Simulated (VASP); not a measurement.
# PtS2 (P-3m1) in VASP: a series of runs

The runs below take PtS2 through single point, with PBE+D3(BJ), PBE.

Everything below comes from runs of VASP 6.6.1. Logs are shortened: lines on timing, memory, paths and dates and some standing lists are left out, and cuts for length are marked.

## 1. The cell of the first run

It takes space group P-3m1 (No. 164, trigonal). Conventional cell: a = 3.553 Å, b = 3.553 Å, c = 5.123 Å, α = 90.00°, β = 90.00°, γ = 120.00°. Within 3.2 Å of Pt (site symmetry -3m) lie 6 S at 2.39 Å. Within 3.2 Å of S (site symmetry 3m) lie 3 Pt at 2.39 Å and 3 S at 3.20 Å.

## 2. Single point, PBE+D3(BJ)

Contents of INCAR:

```
PREC = Accurate
ENCUT = 520
EDIFF = 1E-6
ISMEAR = 0
SIGMA = 0.01
LREAL = F
LASPH = T
NELM = 80
ALGO = Normal
ISIF = 2
LWAVE = F
LCHARG = F
GGA = PE
IVDW = 12
NBANDS = 18
```

Contents of KPOINTS:

```
regular mesh
0
Gamma
  6 6 4
```

Contents of POSCAR:

```
PtS2
1.0
    3.5526415803      0.0000000000      0.0000000000
   -1.7763207902      3.0766778591      0.0000000000
    0.0000000000      0.0000000000      5.1227110450
Pt S
1 2
Direct
    0.0000000000      0.0000000000      0.0000000000
    0.3333333333      0.6666666667      0.2392599773
    0.6666666667      0.3333333333      0.7607400227
```

Potentials or basis: VASP PAW PBE potentials, release 64 (Pt, S).

Started as:

```
$ cat potpaw_PBE.64/Pt/POTCAR potpaw_PBE.64/S/POTCAR > POTCAR
$ mpirun -np 1 vasp_std > vasp.out
```

OUTCAR:

```text
PREC = Accurate
   ENCUT = 520
   EDIFF = 1E-6
   ISMEAR = 0
   LREAL = F
   LASPH = T
   NELM = 80
   ISIF = 2
   GGA = PE
   IVDW = 12
 IVDW          = 12

 ion  position               nearest neighbor table
   1  0.000  0.000  0.000-   2 2.39   3 2.39   3 2.39   2 2.39   3 2.39   2 2.39
   2  0.333  0.667  0.239-   1 2.39   1 2.39   1 2.39
   3  0.667  0.333  0.761-   1 2.39   1 2.39   1 2.39

  LATTYP: Found a hexagonal cell.
 ALAT       =     3.5526415803
 C/A-ratio  =     1.4419442348

  Lattice vectors:

 A1 = (   3.5526415803,   0.0000000000,   0.0000000000)
 A2 = (  -1.7763207902,   3.0766778591,   0.0000000000)
 A3 = (   0.0000000000,   0.0000000000,   5.1227110450)

Analysis of symmetry for initial positions (statically):
=====================================================================
 Subroutine PRICEL returns:
 Original cell was already a primitive cell.

 Routine SETGRP: Setting up the symmetry group for a
 hexagonal supercell.

 Subroutine GETGRP returns: Found 12 space group operations
 (whereof 12 operations were pure point group operations)
 out of a pool of 24 trial point group operations.

The static configuration has the point symmetry D_3d.

Analysis of symmetry for dynamics (positions and initial velocities):
=====================================================================
 Subroutine PRICEL returns:
 Original cell was already a primitive cell.

 Routine SETGRP: Setting up the symmetry group for a
 hexagonal supercell.

 Subroutine GETGRP returns: Found 12 space group operations
 (whereof 12 operations were pure point group operations)
 out of a pool of 24 trial point group operations.

The dynamic configuration has the point symmetry D_3d.

 Subroutine INISYM returns: Found 12 space group operations
 (whereof 12 operations are pure point group operations),
 and found     1 'primitive' translations

----------------------------------------------------------------------------------------

                                     Primitive cell

  volume of cell :      55.9929

  direct lattice vectors                    reciprocal lattice vectors
     3.552641580  0.000000000  0.000000000     0.281480689  0.162512952  0.000000000
    -1.776320790  3.076677859  0.000000000     0.000000000  0.325025903  0.000000000
     0.000000000  0.000000000  5.122711045     0.000000000  0.000000000  0.195209137

  length of vectors
     3.552641580  3.552641580  5.122711045     0.325025903  0.325025903  0.195209137

  position of ions in fractional coordinates (direct lattice)
     0.000000000  0.000000000  0.000000000
     0.333333333  0.666666667  0.239259977
     0.666666667  0.333333333  0.760740023

  ion indices of the primitive-cell ions
   primitive index   ion index
                 1           1
                 2           2
                 3           3

----------------------------------------------------------------------------------------

 KPOINTS: regular mesh

Automatic generation of k-mesh.
 Grid dimensions read from file:
 generate k-points for:    6    6    4

 Generating k-lattice:

  Cartesian coordinates                     Fractional coordinates (reciprocal lattice)
     0.046913448  0.027085492  0.000000000     0.166666667  0.000000000  0.000000000
     0.000000000  0.054170984  0.000000000     0.000000000  0.166666667  0.000000000
     0.000000000  0.000000000  0.048802284     0.000000000  0.000000000  0.250000000

  Length of vectors
     0.054170984  0.054170984  0.048802284

  Shift w.r.t. Gamma in fractional coordinates (k-lattice)
     0.000000000  0.000000000  0.000000000

 Subroutine IBZKPT returns following result:
 ===========================================

 Found     24 irreducible k-points:

 Following reciprocal coordinates:
            Coordinates               Weight
  0.000000  0.000000  0.000000      1.000000
  0.166667 -0.000000  0.000000      6.000000
  0.333333 -0.000000  0.000000      6.000000
  0.500000  0.000000  0.000000      3.000000
  0.166667  0.166667  0.000000      6.000000
  0.333333  0.166667  0.000000     12.000000
[... 16 lines left out ...]
  0.333333  0.166667  0.500000     12.000000
  0.333333  0.333333  0.500000      2.000000
   k-points           NKPTS =     24   k-points in BZ     NKDIM =     24   number of bands    NBANDS=     18
   number of dos      NEDOS =    301   number of ions     NIONS =      3
   total plane-waves  NPLWV =  31360
   dimension x,y,z NGX =    28 NGY =   28 NGZ =   40
   dimension x,y,z NGXF=    56 NGYF=   56 NGZF=   80
   ions per type =               1   2
   NGX,Y,Z   is equivalent  to a cutoff of  13.10, 13.10, 12.98 a.u.
   NGXF,Y,Z  is equivalent  to a cutoff of  26.21, 26.21, 25.96 a.u.
 SYSTEM =  unknown system
   PREC   = accura    normal or accurate (medium, high low for compatibility)
   ISTART =      0    job   : 0-new  1-cont  2-samecut
   ICHARG =      2    charge: 1-file 2-atom 10-const
   ISPIN  =      1    spin polarized calculation?
   LNONCOLLINEAR =      F non collinear calculations
   LSORBIT =      F    spin-orbit coupling
   LASPH  =      T    aspherical Exc in radial PAW
   ENCUT  =  520.0 eV  38.22 Ry    6.18 a.u.   6.61  6.61  9.52*2*pi/ulx,y,z
   NELM   =     80;   NELMIN=  2; NELMDL= -5     # of ELM steps
   EDIFF  = 0.1E-05   stopping-criterion for ELM
   LREAL  =      F    real-space projection
   EDIFFG = 0.1E-04   stopping-criterion for IOM
   NSW    =      0    number of steps for IOM
   IBRION =     -1    ionic relax: 0-MD 1-quasi-New 2-CG
   NFREE  =      0    steps in history (QN), initial steepest desc. (CG)
   ISIF   =      2    stress and relaxation
   ISYM   =      2    0-nonsym 1-usesym 2-fastsym
   POTIM  = 0.5000    time-step for ionic-motion
   TEBEG  =    0.0;   TEEND  =   0.0 temperature during run
   PSTRESS=    0.0 pullay stress
   NELECT =      22.0000    total number of electrons
   NUPDOWN=      -1.0000    fix difference up-down
   EMIN   =  10.00;   EMAX   =-10.00  energy-range for DOS
   EFERMI =   0.00;   METHOD = LEGACY
   ISMEAR =     0;   SIGMA  =   0.01  broadening in eV -4-tet -1-fermi 0-gaus
   EFERMI_NEDOS =   21; number of points for ismear=-14 and -15
   IALGO  =     38    algorithm
   IMIX   =      4    mixing-type and parameters
     AMIX     =   0.40;   BMIX     =  1.00
     AMIX_MAG =   1.60;   BMIX_MAG =  1.00
  volume/ion in A,a.u.               =      18.66       125.95
  Fermi-wavevector in a.u.,A,eV,Ry     =   1.199052  2.265879 19.561441  1.437725
  Thomas-Fermi vector in A             =   2.334925
   LORBIT       =      0    0 simple, 1 ext, 2 COOP (PROOUT), +10 PAW based schemes
   GGA     = PE    functional components
   LHFCALC =     F    Hartree Fock is set to
   AEXX    =    0.0000 exact exchange contribution
   IVDW    =    12    specifies the selected vdW correction
   LEPSILON=     F    determine dielectric tensor
   LRPA    =     F    only Hartree local field effects (RPA)
 non-spin polarized calculation
 Gauss-broadening in eV      SIGMA  =   0.01
  energy-cutoff  :      520.00
  volume of cell :       55.99
 maximum number of plane-waves:      1536
 NGX is ok and might be reduce to    28
   NGX = 13   NGY = 13   NGZ = 19

 number of electron      21.9999996 magnetization

 Free energy of the ion-electron system (eV)
  ---------------------------------------------------
  ext. energy  EPLUGINS =         0.00000000
  ---------------------------------------------------
  free energy    TOTEN  =       -15.39450917 eV

  energy without entropy =      -15.39450917  energy(sigma->0) =      -15.39450917

 E-fermi :   6.5085     XC(G=0): -10.5243

 val. band max:        6.4199658019   @ k =   0.0000   0.0000   0.0000
 cond. band min:       7.2689590553   @ k =   0.0000   0.3333   0.2500
 fundamental gap:      0.8489932534
 Fermi energy:         6.5084834493

 k-point     1 :       0.0000    0.0000    0.0000
  band No.  band energies     occupation
      1      -8.6842      2.00000
      2      -5.8771      2.00000
      3      -0.3521      2.00000
      4      -0.0137      2.00000
      5      -0.0137      2.00000
      6       2.7268      2.00000
[... 10 lines left out ...]
     17      14.5245      0.00000
     18      18.8263      0.00000

 k-point     2 :       0.1667   -0.0000    0.0000
  band No.  band energies     occupation
      1      -8.3424      2.00000
      2      -6.0260      2.00000
      3      -0.0117      2.00000
      4       0.1959      2.00000
      5       0.2310      2.00000
      6       2.1558      2.00000
[... 10 lines left out ...]
     17      15.4735      0.00000
     18      16.4493      0.00000

 k-point     3 :       0.3333   -0.0000    0.0000
  band No.  band energies     occupation
      1      -7.4920      2.00000
      2      -6.3303      2.00000
      3       0.0545      2.00000
      4       0.5522      2.00000
      5       1.0354      2.00000
      6       1.2625      2.00000
[... 10 lines left out ...]
     17      15.2352      0.00000
     18      15.9726      0.00000

 k-point     4 :       0.5000    0.0000    0.0000
  band No.  band energies     occupation
      1      -6.8120      2.00000
      2      -6.6089      2.00000
      3      -0.7359      2.00000
      4       0.6427      2.00000
      5       1.3614      2.00000
      6       2.2687      2.00000
[... 10 lines left out ...]
     17      14.6600      0.00000
     18      17.6718      0.00000

 k-point     5 :       0.1667    0.1667    0.0000
  band No.  band energies     occupation
      1      -7.7397      2.00000
      2      -6.2429      2.00000
      3       0.3676      2.00000
      4       0.5321      2.00000
      5       0.6556      2.00000
      6       1.5191      2.00000
[... 10 lines left out ...]
     17      15.2875      0.00000
     18      15.8396      0.00000

 k-point     6 :       0.3333    0.1667    0.0000
  band No.  band energies     occupation
      1      -6.9239      2.00000
      2      -6.4931      2.00000
      3      -0.2680      2.00000
      4       0.5012      2.00000
      5       1.2613      2.00000
      6       1.7051      2.00000
[... 10 lines left out ...]
     17      15.9175      0.00000
     18      16.2624      0.00000

 k-point     7 :       0.3333    0.3333    0.0000
  band No.  band energies     occupation
      1      -6.5796      2.00000
      2      -6.5796      2.00000
      3      -0.0257      2.00000
      4       0.4427      2.00000
      5       0.4427      2.00000
      6       2.0153      2.00000
[... 10 lines left out ...]
     17      15.7580      0.00000
     18      17.1235      0.00000

 k-point     8 :       0.0000    0.0000    0.2500
  band No.  band energies     occupation
      1      -8.5291      2.00000
      2      -6.2496      2.00000
      3      -0.0017      2.00000
      4      -0.0017      2.00000
      5       0.2495      2.00000
      6       2.7162      2.00000
[... 10 lines left out ...]
     17      14.3978      0.00000
     18      17.4768      0.00000
[... 229 lines left out ...]
     17      15.3634      0.00000
     18      15.4896      0.00000

 k-point    20 :       0.3333   -0.0000    0.5000
  band No.  band energies     occupation
      1      -7.2271      2.00000
      2      -6.6242      2.00000
      3      -0.2752      2.00000
      4       0.4896      2.00000
      5       0.5709      2.00000
      6       2.0002      2.00000
[... 10 lines left out ...]
     17      16.6468      0.00000
     18      16.8538      0.00000

 k-point    21 :       0.5000    0.0000    0.5000
  band No.  band energies     occupation
      1      -6.9339      2.00000
      2      -6.3995      2.00000
      3      -0.9637      2.00000
      4       0.5289      2.00000
      5       1.1976      2.00000
      6       1.6737      2.00000
[... 10 lines left out ...]
     17      16.7458      0.00000
     18      16.8046      0.00000

 k-point    22 :       0.1667    0.1667    0.5000
  band No.  band energies     occupation
      1      -7.4179      2.00000
      2      -6.6599      2.00000
      3      -0.0814      2.00000
      4       0.2819      2.00000
      5       1.1424      2.00000
      6       1.8095      2.00000
[... 10 lines left out ...]
     17      15.4307      0.00000
     18      15.7827      0.00000

 k-point    23 :       0.3333    0.1667    0.5000
  band No.  band energies     occupation
      1      -6.8268      2.00000
      2      -6.5495      2.00000
      3      -0.4504      2.00000
      4       0.3110      2.00000
      5       1.1353      2.00000
      6       1.9640      2.00000
[... 10 lines left out ...]
     17      15.3911      0.00000
     18      16.8316      0.00000

 k-point    24 :       0.3333    0.3333    0.5000
  band No.  band energies     occupation
      1      -6.5662      2.00000
      2      -6.5662      2.00000
      3       0.2557      2.00000
      4       0.2557      2.00000
      5       0.3711      2.00000
      6       2.1975      2.00000
[... 10 lines left out ...]
     17      14.4797      0.00000
     18      17.0937      0.00000

------------------------ aborting loop because EDIFF is reached ----------------------------------------

 Edisp (eV)   -1.24285

 E8    (eV) :    -0.4975

  FORCE on cell =-STRESS in cart. coord.  units (eV):
  Direction    XX          YY          ZZ          XY          YZ          ZX
  --------------------------------------------------------------------------------------
  -------------------------------------------------------------------------------------
  Total       0.00283     0.00283    -0.48787    -0.00000     0.00000     0.00000
  in kB       0.08094     0.08094   -13.95973    -0.00000     0.00000     0.00000
  external pressure =       -4.60 kB  Pullay stress =        0.00 kB

 VOLUME and BASIS-vectors are now :
 -----------------------------------------------------------------------------
  energy-cutoff  :      520.00
  volume of cell :       55.99
      direct lattice vectors                 reciprocal lattice vectors
     3.552641580  0.000000000  0.000000000     0.281480689  0.162512952  0.000000000
    -1.776320790  3.076677859  0.000000000     0.000000000  0.325025903  0.000000000
     0.000000000  0.000000000  5.122711045     0.000000000  0.000000000  0.195209137

 POSITION                                       TOTAL-FORCE (eV/Angst)
 -----------------------------------------------------------------------------------
      0.00000      0.00000      0.00000        -0.000000      0.000000      0.000000
     -0.00000      2.05112      1.22566         0.000000      0.000000      0.054390
      1.77632      1.02556      3.89705        -0.000000     -0.000000     -0.054390
 -----------------------------------------------------------------------------------
    total drift:                                0.000000     -0.000000      0.000000

  FREE ENERGIE OF THE ION-ELECTRON SYSTEM (eV)
  ---------------------------------------------------
  free  energy   TOTEN  =       -16.6373586247 eV

  energy  without entropy=      -16.6373586247  energy(sigma->0) =      -16.63735862
```

Wall time 19 s (1 thread of Intel Xeon Platinum 8375C at 2.90GHz (Ice Lake), shared host); peak memory 0.19 GiB.

What came out:

```
Free energy                : -16.6374 eV
Pressure                   : -0.5 GPa
Largest force              : 0.054 eV/Å
Band gap on the k mesh     : 0.85 eV, indirect (least direct gap 1.42 eV)
Dispersion energy per atom : -0.414 eV
```

Forces on the atoms (eV/Å):
```
Pt   0.000  0.000  0.000
S    0.000  0.000  0.054
S    0.000  0.000 -0.054
```

Caveat: spin-orbit coupling is left out, which moves the levels of the heavy elements. A hybrid or GW would open this gap; PBE tends to underestimate it.

(Continued in part 2 of 2.)
